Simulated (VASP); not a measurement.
Set up this calculation in VASP 6.6.1, as the native input.

```
Task                   : single point
Functional             : PBE
Dispersion             : D3(BJ)
Potentials or basis    : VASP PAW PBE potentials, release 64 (Te, Mo_sv)
Cutoff                 : 520 eV
k mesh                 : 9 × 9 × 1
Occupations            : gaussian, width 0.05 eV
Spin                   : no spin polarisation
Dipole correction      : yes
Further INCAR settings : ALGO = Normal; EDIFF = 1e-06; NBANDS = 35
```

The structure of Te2Mo lies in POSCAR:

```
Te2Mo
1.0
    3.5038817003      0.0000000000      0.0000000000
   -1.7519408501      3.0344505643      0.0000000000
    0.0000000000      0.0000000000     24.7677199090
Te Mo
4 2
Direct
    0.3333333333      0.6666666667      0.1816881011
    0.3333333333      0.6666666667      0.3284056823
    0.5000000000      1.0000000000      0.4689111471
    0.5000000000      1.0000000000      0.6156287282
    0.6666666667      0.3333333333      0.2550468917
    0.1666666667      1.3333333333      0.5422699377
```

The input as run:

INCAR

```
SYSTEM = Te2Mo
PREC     = Accurate       ! precision mode
ENCUT    = 520            ! plane-wave cutoff, eV
EDIFF    = 1E-6           ! SCF threshold, eV
ISMEAR   = 0              ! smearing method
SIGMA    = 0.05           ! smearing width, eV
LREAL    = .FALSE.        ! projectors in reciprocal space
LASPH    = .TRUE.         ! aspherical terms in the spheres
NELM     = 80             ! most SCF steps
ALGO     = Normal         ! electronic algorithm
ISIF     = 2              ! what is computed and relaxed
LWAVE    = .FALSE.        ! write WAVECAR
LCHARG   = .FALSE.        ! write CHGCAR
LDIPOL   = .TRUE.       
IDIPOL   = 3            
DIPOL    = 0.5 0.5 0.399
GGA      = PE             ! functional
IVDW     = 12             ! dispersion correction
NBANDS   = 35             ! bands
```

KPOINTS

```
Automatic mesh
0
G
  9 9 1
  0 0 0
```

Potentials or basis: VASP PAW PBE potentials, release 64 (Te, Mo_sv).

Launch:

```console
$ cat potpaw_PBE.64/Te/POTCAR potpaw_PBE.64/Mo_sv/POTCAR > POTCAR
$ mpirun -np 1 vasp_std > vasp.out
```

Results of the run:

The largest force is 0.161 eV/Å and the band gap on the k mesh is 1.06 eV, indirect (least direct gap 1.15 eV). The dispersion energy per atom is -0.465 eV.

Caveat: spin-orbit coupling is left out, which moves the levels of the heavy elements.

Run time: 7.7 min on 1 thread of Intel(R) Xeon(R) 6975P-C (Granite Rapids), with other jobs on the host, peak memory 0.48 GiB.
